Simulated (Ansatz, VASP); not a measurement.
# Two plane-wave programs on Pt

```
CELL_PARAMETERS angstrom
0.00000 2.62401 2.62401
2.62401 0.00000 2.62401
2.62401 2.62401 0.00000
ATOMIC_POSITIONS crystal
Pt 0.50000 0.50000 0.50000
Pt 0.75000 0.75000 0.75000
```

Alike in both runs: task relaxation of cell and atoms; functional PBEsol; k mesh 6 × 6 × 6; occupations gaussian, width 0.1 eV; no spin polarisation.

|  | VASP | Ansatz |
| --- | --- | --- |
| version | VASP 6.6.1 | Ansatz 0.2.0 |
| potentials or method | VASP PAW PBE potentials, release 64 (Pt), cutoff 600 eV | scalar-relativistic, plane waves, PAW |
| valence electrons in the cell | 20 | 36 |

Ansatz gave:

* gap on the k mesh at the Fermi level, each at its own relaxed structure (eV): none
* relaxed volume (Å³/atom): 23.04
* relaxed length of the cell vector where the two differ most in proportion (Å): 4.024

Q: Estimate VASP's values.

A: gap on the k mesh at the Fermi level, each at its own relaxed structure (eV): none; relaxed volume (Å³/atom): 22.94; relaxed length of the cell vector where the two differ most in proportion (Å): 4.018.

VASP's potentials were made for PBE, not for PBEsol. A gap of «none» marks a metal or a gap that the smearing closes. VASP's potentials hold 20 valence electrons a cell and Ansatz's 36, so a difference there can come from the potentials and not from the codes.

Spin-orbit coupling is off throughout. Noted on VASP's run: the volume moved by over 15 % at a fixed basis, so the end points are rough.
